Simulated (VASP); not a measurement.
Sb, 2 atoms in the cell. Symmetry: P6_3/mmc, No. 194, hexagonal system. The conventional cell has a = 2.995 Å, b = 2.995 Å, c = 4.920 Å, α = 90.00°, β = 90.00°, γ = 120.00°. Sb (site symmetry -6m2) has 12 Sb at 2.99 to 3.01 Å within 3.9 Å. This isn't the form of Sb at room conditions, which is rhombohedral.

* Program: VASP 6.6.1
* Task: single point
* Functional: PBE
* Potentials or basis: VASP PAW PBE potentials, release 64 (Sb)
* Cutoff: 520 eV
* k mesh: 15 × 15 × 8
* Occupations: fermi-dirac, width 0.08 eV
* Spin: no spin polarisation
* Dipole correction: no
* Further INCAR settings: ALGO = Normal; EDIFF = 1e-07; NBANDS = 12

Potentials or basis: VASP PAW PBE potentials, release 64 (Sb).

Command:

```console
$ cat potpaw_PBE.64/Sb/POTCAR > POTCAR
$ mpirun -np 1 vasp_std > vasp.out
```

Hardware: 1 thread of Intel Xeon 8259CL, on a shared host.

Task: How long does it take, and how much memory?

Result: Wall time 45 s on 1 thread of Intel Xeon 8259CL (shared host), peak memory 0.19 GiB. Counts: scf iterations 12, k points 135.
